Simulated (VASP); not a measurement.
A run of VASP 6.6.1:

Contents of POSCAR:

```
InP
1.0
    0.0000000000      2.8649618471      2.8649618471
    2.8649618471      0.0000000000      2.8649618471
    2.8649618471      2.8649618471      0.0000000000
In P
1 1
Direct
    0.0000000000      0.0000000000      0.0000000000
    0.7500000000      0.7500000000      0.7500000000
```

Contents of INCAR.step1:

```
SYSTEM = InP
ALGO = Normal
EDIFF = 1E-4
ENCUT = 520
GGA = PE
ISMEAR = 0
LASPH = .True.
LCHARG = .False.
LREAL = .False.
LWAVE = .True.
NBANDS = 16
NELM = 60
PREC = Accurate
SIGMA = 0.05
```

File INCAR.step2:

```
SYSTEM = InP
ALGO = Normal
EDIFF = 1E-7
ENCUT = 520
ISIF = 2
ISMEAR = 0
ISTART = 1
LASPH = .True.
LCHARG = .False.
LMIXTAU = .True.
LREAL = .False.
LWAVE = .False.
METAGGA = R2SCAN
NBANDS = 16
NELM = 60
PREC = Accurate
SIGMA = 0.05
```

KPOINTS

```
k-points
0
Gamma
  8 8 8
  0 0 0
```

Potentials or basis: VASP PAW PBE potentials, release 64 (In_d, P).

Launch:

```bash
$ cat potpaw_PBE.64/In_d/POTCAR potpaw_PBE.64/P/POTCAR > POTCAR
$ cp INCAR.step1 INCAR
$ mpirun -np 1 vasp_std > vasp.out
$ cp INCAR.step2 INCAR
$ mpirun -np 1 vasp_std > vasp.out
```

Hardware: 1 thread of Intel(R) Xeon(R) Platinum 8375C CPU @ 2.90GHz (Ice Lake) (shared host).

Estimate the wall time of this run.

Wall time 76 s on 1 thread of Intel(R) Xeon(R) Platinum 8375C CPU @ 2.90GHz (Ice Lake), on a shared host, peak memory 0.18 GiB. Counts: k points 29.
